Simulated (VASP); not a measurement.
Here is a VASP 6.6.1 calculation.

Contents of INCAR:

```
  PREC = Accurate
  ENCUT = 520
  EDIFF = 1E-7
  ISMEAR = -1
  SIGMA = 0.01
  LREAL = Auto
  LASPH = True
  NELM = 60
  ALGO = Normal
  ISIF = 2
  LWAVE = False
  LCHARG = False
  GGA = PE
  NBANDS = 156
  NELECT = 270.0
```

Contents of KPOINTS:

```
regular mesh
0
Gamma
  1 1 1
```

POSCAR

```
NaGa12O18
1.0
    0.0000000000      9.2496621800      0.0000000000
   -1.3977182400      0.0000000000      5.7085775500
    6.2279771500     -1.5416103600      0.0067278600
Ga O Na
12 18 1
Direct
    0.1082998464      0.6430819675      0.6832361926
    0.2278744618      0.3086079582      0.3187548580
    0.3121285170      0.1919334907      0.8381244528
    0.0226901250      0.7330506713      0.1500320685
    0.4480131238      0.6950459640      0.6825667980
    0.5473801942      0.3078886357      0.3182061389
    0.6368989602      0.2075171007      0.8169815518
    0.3598328170      0.7815198671      0.1751272599
    0.7748505010      0.6676144973      0.6808804622
    0.8591812958      0.3471279628      0.3189876965
    0.9826147951      0.1143082867      0.9529450148
    0.6866673732      0.8000512386      0.1707021692
    0.1684873712      0.7151604363      0.0000280647
    0.1685323605      0.2602738178      0.9973047930
    0.2543109714      0.3887353251      0.6354547165
    0.0557450870      0.5512078438      0.3521591689
    0.0429845367      0.0696852811      0.2427470994
    0.2730124412      0.8795905982      0.6829597669
    0.4933898896      0.7323672005     -0.0005884745
    0.5032383438      0.2597931741      0.9972738352
    0.5983598469      0.4274307796      0.6424401857
    0.3868468993      0.5655039517      0.3595254341
    0.3858046553      0.0947193437      0.3132171020
    0.6155662446      0.8933617139      0.6886849228
    0.8256503159      0.7367412929      0.0040422022
    0.8249422577      0.2819694988      1.0049628894
    0.9285283830      0.4285126281      0.6320629992
    0.7112802611      0.5826466390      0.3512970234
    0.7150884570      0.1080859722      0.3213274048
    0.9478818938      0.8766164768      0.7085255345
    1.0493148016      1.1076036210      0.5741550904
```

Potentials or basis: VASP PAW PBE potentials, release 64 (Ga_d, O, Na_pv).

Run with:

```bash
$ cat potpaw_PBE.64/Ga_d/POTCAR potpaw_PBE.64/O/POTCAR potpaw_PBE.64/Na_pv/POTCAR > POTCAR
$ mpirun -np 1 vasp_gam > vasp.out
```

Problem. Predict the largest force.

Solution. 0.044 eV/Å.

Forces in eV/Å, atoms in the order of the input:
```
Ga   0.017  0.015  0.013
Ga  -0.003  0.001 -0.001
Ga   0.001  0.007  0.005
Ga   0.002  0.002 -0.017
Ga   0.015 -0.020 -0.018
Ga  -0.018 -0.001  0.004
Ga  -0.010  0.004  0.000
Ga   0.010 -0.001  0.008
Ga   0.015 -0.008  0.007
Ga  -0.017  0.024 -0.029
Ga  -0.040 -0.005  0.005
Ga   0.010 -0.007  0.009
O   -0.003  0.009  0.007
O   -0.010  0.015  0.010
O    0.007  0.015  0.017
O   -0.001  0.006 -0.008
O    0.013 -0.017  0.014
O   -0.016 -0.025 -0.007
O   -0.009 -0.001 -0.005
O    0.010 -0.004  0.003
O    0.012 -0.010  0.004
O   -0.007  0.007  0.004
O    0.008 -0.004 -0.023
O   -0.005  0.001  0.016
O   -0.007 -0.001  0.000
O   -0.016 -0.006  0.008
O    0.039 -0.005 -0.020
O   -0.016 -0.018  0.012
O    0.009  0.015 -0.021
O   -0.007 -0.004 -0.002
Na   0.018  0.016  0.005
```

Caveat: the k points lie up to 1.10 Å⁻¹ apart; the cell carries a net charge on a neutralising background, which shifts energy and pressure.
